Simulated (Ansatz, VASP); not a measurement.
## One calculation of B, two programs

```
B
1.0
     0.00000    2.12289    2.12289
     2.12289    0.00000    2.12289
     2.12289    2.12289    0.00000
B
2
Direct
  0.12500 0.12500 0.12500
  0.87500 0.87500 0.87500
```

Alike in both runs: task single point; functional BLYP; k mesh 15 × 15 × 15; occupations fermi-dirac, width 0.1 eV; no spin polarisation.

|  | VASP | Ansatz |
| --- | --- | --- |
| version | VASP 6.6.1 | Ansatz 0.2.0 |
| potentials or method | VASP PAW PBE potentials, release 64 (B), cutoff 520 eV | plane waves (420 eV) with PAW, scalar-relativistic |
| valence electrons in the cell | 6 | 6 |

Ansatz gave:

| Quantity | Value |
| --- | --- |
| pressure (GPa) | -15.2 |

Q: What did VASP give for the same quantities?

A: Pressure (GPa): -15.1.

VASP's potentials were made for PBE, not for BLYP.
